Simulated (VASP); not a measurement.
Pd, 1 atom in the cell. The cell holds a molecule in a box, 1 atom: a = 15.000 Å, b = 15.500 Å, c = 16.000 Å, α = 90.00°, β = 90.00°, γ = 90.00°. 

```yaml
Program: VASP 6.6.1
Task: single point
Functional: LDA
Potentials_or_basis: VASP PAW LDA potentials, release 64 (Pd)
Cutoff: 400 eV
k_mesh: 1 × 1 × 1
Occupations: gaussian, width 0.005 eV
Spin: no spin polarisation
Dipole_correction: no
Further_INCAR_settings: ALGO = Normal; EDIFF = 1e-06; NBANDS = 11; ISYM = 0; NELMDL = -8
```

Potentials or basis: VASP PAW LDA potentials, release 64 (Pd).

Launch:

```bash
$ cat potpaw_LDA.64/Pd/POTCAR > POTCAR
$ mpirun -np 1 vasp_gam > vasp.out
```

Hardware: 1 thread of Intel(R) Xeon(R) 6975P-C (Granite Rapids), with other jobs on the host.

**Question.** How long does it take, and how much memory?

**Answer.** Run time: 62 s on 1 thread of Intel(R) Xeon(R) 6975P-C (Granite Rapids) (shared host), peak memory 1.1 GiB. Counts: scf iterations 24, k points 1.
